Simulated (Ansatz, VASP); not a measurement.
As2CO3 in VASP and in Ansatz

```
CELL_PARAMETERS angstrom
3.33752 0.00000 0.00000
0.00000 3.33752 0.00000
0.00000 0.00000 7.31462
ATOMIC_POSITIONS crystal
As 0.00000 0.50000 0.73400
As 0.50000 0.00000 0.26600
C 0.00000 0.00000 0.00000
O 0.50000 0.50000 0.00000
O 0.00000 0.50000 0.38200
O 0.50000 0.00000 0.61800
```

Change from the starting cell: species swapped into the Hf2CuSb3 type (P-4m2, No. 115).

Alike in both runs: task relaxation of cell and atoms; functional PBE; k mesh 6 × 6 × 4; occupations gaussian, width 0.1 eV; no spin polarisation.

|  | VASP | Ansatz |
| --- | --- | --- |
| version | VASP 6.6.1 | Ansatz 0.2.0 |
| potentials or method | VASP PAW PBE potentials, release 64 (As, C, O), cutoff 600 eV | scalar-relativistic, plane waves, PAW |
| valence electrons in the cell | 32 | 52 |

|  | VASP | Ansatz | Ansatz less VASP |
| --- | --- | --- | --- |
| relaxed volume (Å³/atom) | 10.43 | 10.44 | +0.017 |
| relaxed length of the cell vector where the two differ most in proportion (Å) | 6.683 | 6.666 | -0.0171 |

VASP's potentials hold 32 valence electrons a cell and Ansatz's 52, so a difference there can come from the potentials and not from the codes.

Noted on VASP's run: the volume moved by over 15 % at a fixed basis, so the end points are rough.
